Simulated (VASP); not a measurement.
# Si16Ge (a cell with a defect) in VASP: a series of runs, part 2 of 2

VASP 6.6.1.

### Step 4. Single point, PBEsol

File INCAR:

```
ALGO = Normal
EDIFF = 1E-7
ENCUT = 520
GGA = PS
ISIF = 2
ISMEAR = 0
LASPH = True
LCHARG = True
LELF = True
LREAL = Auto
LVHAR = True
LWAVE = False
NBANDS = 53
NELM = 100
PREC = Accurate
SIGMA = 0.05
```

File KPOINTS:

```
k-points
0
Gamma
  2 2 2
```

File POSCAR:

```
Si16Ge
1.0
    0.0000000000      5.4300000000      5.4300000000
    5.4300000000      0.0000000000      5.4300000000
    5.4300000000      5.4300000000      0.0000000000
Si Ge
16 1
Direct
   -0.0127920810     -0.0121813996     -0.0124609576
    0.1114817680      0.1119812155      0.1120926335
    0.0033693370      0.0038802026      0.4828759669
    0.1223434622      0.1228690608      0.6166497238
    0.0035488950      0.4825104052      0.0040310313
    0.1220790976      0.6168814917      0.1226417127
    0.0172811234      0.4938772560      0.4935516575
    0.1673063536      0.6059857274      0.6057564457
    0.4820867403      0.0040049724      0.0039804788
    0.6162853591      0.1226568140      0.1227019337
    0.4933482505      0.0176994475      0.4936243094
    0.6054891344      0.1677117864      0.6058285451
    0.4930706262      0.4936746777      0.0178623389
    0.6050907919      0.6056541436      0.1681294659
    0.5228763352      0.5232435543      0.5233693370
    0.6482929098      0.6487522099      0.6487593923
    0.7878589319      0.7882830571      0.7884250460
```

Potentials or basis: VASP PAW PBE potentials, release 64 (Si, Ge_d).

Command:

```console
$ cat potpaw_PBE.64/Si/POTCAR potpaw_PBE.64/Ge_d/POTCAR > POTCAR
$ mpirun -np 1 vasp_std > vasp.out
```

OUTCAR:

```text
EDIFF = 1E-7
   ENCUT = 520
   GGA = PS
   ISIF = 2
   ISMEAR = 0
   LASPH = True
   LREAL = Auto
   NELM = 100
   PREC = Accurate

 ion  position               nearest neighbor table
   1  0.987  0.988  0.988-   4 2.33  10 2.33   6 2.33   2 2.34
   2  0.111  0.112  0.112-   5 2.33   9 2.33   3 2.33   1 2.34
   3  0.003  0.004  0.483-   4 2.33   2 2.33  17 2.44  12 2.50   8 2.50
   4  0.122  0.123  0.617-   1 2.33  11 2.33   7 2.33   3 2.33
   5  0.004  0.483  0.004-   6 2.33   2 2.33  17 2.44   8 2.51  14 2.51
   6  0.122  0.617  0.123-   7 2.33   5 2.33   1 2.33  13 2.33
   7  0.017  0.494  0.494-   6 2.33   4 2.33  16 2.35   8 2.35
   8  0.167  0.606  0.606-  15 2.28   7 2.35  17 2.49   3 2.50   5 2.51
   9  0.482  0.004  0.004-  10 2.33   2 2.33  17 2.44  12 2.51  14 2.51
  10  0.616  0.123  0.123-  11 2.33   1 2.33   9 2.33  13 2.33
  11  0.493  0.018  0.494-  10 2.33   4 2.33  16 2.35  12 2.35
  12  0.605  0.168  0.606-  15 2.28  11 2.35  17 2.49   3 2.50   9 2.51
  13  0.493  0.494  0.018-   6 2.33  10 2.33  14 2.35  16 2.35
  14  0.605  0.606  0.168-  15 2.28  13 2.35  17 2.50   9 2.51   5 2.51
  15  0.523  0.523  0.523-  14 2.28  12 2.28   8 2.28  16 2.36
  16  0.648  0.649  0.649-  11 2.35   7 2.35  13 2.35  15 2.36  17 2.63
[... 210 lines left out ...]
      3     -18.0930      2.00000
      4     -18.0930      2.00000
      5     -18.0926      2.00000
      6      -6.4829      2.00000
[... 421 lines left out ...]
     50      10.2559      0.00000
     51      10.3399      0.00000
 [bands above 51 left out]

------------------------ aborting loop because EDIFF is reached ----------------------------------------

  FORCE on cell =-STRESS in cart. coord.  units (eV):
  Direction    XX          YY          ZZ          XY          YZ          ZX
  --------------------------------------------------------------------------------------
  -------------------------------------------------------------------------------------
  Total        7.4023959      7.4063578      7.3802906     -1.4038067     -1.3986042     -1.3868517
  in kB       37.0385014     37.0583252     36.9278955     -7.0240630     -6.9980320     -6.9392276
  external PRESSURE =      37.0082407 kB  Pullay stress =       0.0000000 kB

 VOLUME and BASIS-vectors are now :
 -----------------------------------------------------------------------------
  energy-cutoff  :      520.00
  volume of cell :      320.21
      direct lattice vectors                 reciprocal lattice vectors
     0.000000000  5.430000000  5.430000000    -0.092081031  0.092081031  0.092081031
     5.430000000  0.000000000  5.430000000     0.092081031 -0.092081031  0.092081031
     5.430000000  5.430000000  0.000000000     0.092081031  0.092081031 -0.092081031

 POSITION                                       TOTAL-FORCE (eV/Angst)
 -----------------------------------------------------------------------------------
     10.72619     10.72288     10.72439         0.002399      0.005745      0.000910
      1.21672      1.21401      1.21340        -0.004491     -0.001221     -0.013066
      2.64309      2.64031      0.03937        -0.004492     -0.004352      0.008411
      4.01559      4.01273      1.33150        -0.002390     -0.002111     -0.001645
      2.64192      0.04116      2.63930         0.002457     -0.026727     -0.004455
      4.01561      1.32883      4.01256         0.001342      0.003944      0.009546
[... 9 lines left out ...]
      7.04549      7.04299      7.04295         0.007183      0.009327      0.000047
      8.56152      8.55922      8.55845         0.001739      0.005320     -0.024987
 -----------------------------------------------------------------------------------
    total drift:                               -0.001202      0.004048      0.003740

  FREE ENERGIE OF THE ION-ELECTRON SYSTEM (eV)
  ---------------------------------------------------
  free  energy   TOTEN  =       -92.4900567573 eV

  energy  without entropy=      -92.4803965289  energy(sigma->0) =      -92.48522664
```

Run time: 2.8 min. Hardware: 1 thread of Intel Xeon 6975P-C (Granite Rapids), shared host; peak memory 0.48 GiB.

Results:

```yaml
Free_energy: -92.4901 eV
Pressure: 3.7 GPa
Largest_force: 0.029 eV/Å
Band_gap_on_the_k_mesh: zero (bands 39 and 40 overlap by 0.14 eV)
```

Forces in eV/Å, atoms in the order of the input:
```
Si   0.002  0.006  0.001
Si  -0.004 -0.001 -0.013
Si  -0.004 -0.004  0.008
Si  -0.002 -0.002 -0.002
Si   0.002 -0.027 -0.004
Si   0.001  0.004  0.010
Si  -0.008  0.002 -0.004
Si  -0.009  0.016  0.008
Si  -0.018  0.001 -0.006
Si   0.003 -0.001  0.006
Si   0.003 -0.009 -0.002
Si   0.013 -0.011  0.007
Si  -0.005 -0.004 -0.008
Si  -0.004 -0.003  0.017
Si   0.021  0.019  0.006
Si   0.007  0.009  0.000
Ge   0.002  0.005 -0.025
```

Stress tensor (GPa, compression positive):
```
 3.70 -0.70 -0.69
-0.70  3.71 -0.70
-0.69 -0.70  3.69
```

Caveat: the k points lie up to 0.50 Å⁻¹ apart; the PAW data sets were made with another functional, which shifts forces and pressure a little.

### Step 5. Single point, PBEsol

File INCAR:

```
SYSTEM = Si16Ge
PREC     = Accurate       ! precision mode
ENCUT    = 520            ! plane-wave cutoff, eV
EDIFF    = 1E-7           ! SCF threshold, eV
ISMEAR   = 0              ! smearing method
SIGMA    = 0.05           ! smearing width, eV
LREAL    = Auto         
LASPH    = .True.         ! aspherical terms in the spheres
NELM     = 60             ! most SCF steps
ALGO     = Normal         ! electronic algorithm
ISIF     = 2              ! what is computed and relaxed
LWAVE    = .False.        ! write WAVECAR
LCHARG   = .False.        ! write CHGCAR
GGA      = PS             ! functional
NBANDS   = 53             ! bands
```

File KPOINTS:

```
regular mesh
0
Gamma
  2 2 2
  0 0 0
```

File POSCAR:

```
Si16Ge
1.0
    0.0000000000      5.4300000000      5.4300000000
    5.4300000000      0.0000000000      5.4300000000
    5.4300000000      5.4300000000      0.0000000000
Si Ge
16 1
Direct
   -0.0086855433     -0.0078906998     -0.0082989871
    0.1154090239      0.1160432781      0.1161519337
    0.0057036832      0.0062784530      0.4850963168
    0.1244183241      0.1250321363      0.6186868324
    0.0056250460      0.4848952118      0.0064922652
    0.1240558011      0.6190454880      0.1248139963
    0.0106353591      0.4964224678      0.4961406998
    0.1498295580      0.6168708103      0.6165564457
    0.4842914365      0.0062008287      0.0064945672
    0.6182619705      0.1247623389      0.1249074586
    0.4958201657      0.0110910681      0.4962582873
    0.6162981584      0.1502197053      0.6167390424
    0.4953874770      0.4961060773      0.0115012891
    0.6156575506      0.6164115101      0.1509113260
    0.5130397790      0.5134073665      0.5141246777
    0.6348700737      0.6353540516      0.6356783610
    0.7659539595      0.7663550645      0.7670421731
```

Command:

```console
$ cat potpaw_PBE.64/Si/POTCAR potpaw_PBE.64/Ge_d/POTCAR > POTCAR
$ mpirun -np 1 vasp_std > vasp.out
```

Run time: 2.3 min. Hardware: 1 thread of Intel Xeon 6975P-C (Granite Rapids), shared host; peak memory 0.49 GiB.

It converged, with:

| Property | Result |
| --- | --- |
| Free energy | -92.6759 eV |
| Pressure | 4.4 GPa |
| Largest force | 0.278 eV/Å |
| Band gap on the k mesh | zero (bands 39 and 40 overlap by 0.22 eV) |

Forces in eV/Å, atoms in the order of the input:
```
Si   0.040  0.044  0.037
Si   0.036  0.039  0.030
Si   0.027  0.027  0.032
Si   0.024  0.023  0.028
Si   0.029  0.014  0.027
Si   0.029  0.034  0.031
Si   0.023 -0.004 -0.007
Si   0.095 -0.007 -0.015
Si   0.019  0.029  0.027
Si   0.032  0.025  0.030
Si  -0.002  0.023 -0.005
Si  -0.009  0.093 -0.012
Si  -0.008 -0.009  0.025
Si  -0.013 -0.011  0.104
Si  -0.065 -0.067 -0.066
Si  -0.096 -0.095 -0.101
Ge  -0.159 -0.157 -0.165
```

Stress tensor (GPa, compression positive):
```
 4.44 -0.19 -0.17
-0.19  4.43 -0.18
-0.17 -0.18  4.43
```

Levels at points of the mesh, in eV from the Fermi level:
| k point | band 36 | band 37 | band 38 | band 39 | band 40 | band 41 | band 42 | band 43 |
| --- | --- | --- | --- | --- | --- | --- | --- | --- |
| (0.00, 0.00, 0.00) | -0.82 | -0.67 | -0.66 | -0.42 | -0.17 | -0.17 | 0.01 | 0.01 |
| (0.50, 0.00, 0.00) | -1.41 | -1.41 | -1.28 | -0.22 | 0.32 | 0.68 | 0.78 | 0.85 |
| (0.00, 0.50, 0.00) | -1.41 | -1.41 | -1.28 | -0.22 | 0.32 | 0.68 | 0.78 | 0.85 |
| (0.00, 0.00, 0.50) | -1.41 | -1.41 | -1.28 | -0.22 | 0.32 | 0.68 | 0.78 | 0.85 |
| (0.50, 0.50, 0.50) | -1.39 | -1.36 | -1.36 | -0.33 | 0.41 | 0.41 | 1.01 | 1.01 |
| (0.50, 0.50, 0.00) | -1.94 | -1.80 | -1.19 | 0.05 | 0.65 | 1.07 | 1.16 | 1.23 |
| (0.00, 0.50, 0.50) | -1.93 | -1.80 | -1.19 | 0.05 | 0.65 | 1.07 | 1.16 | 1.23 |
| (0.50, 0.00, 0.50) | -1.93 | -1.80 | -1.20 | 0.05 | 0.65 | 1.07 | 1.16 | 1.23 |

Caveat: the k points lie up to 0.50 Å⁻¹ apart; the PAW data sets were made with another functional, which shifts forces and pressure a little.
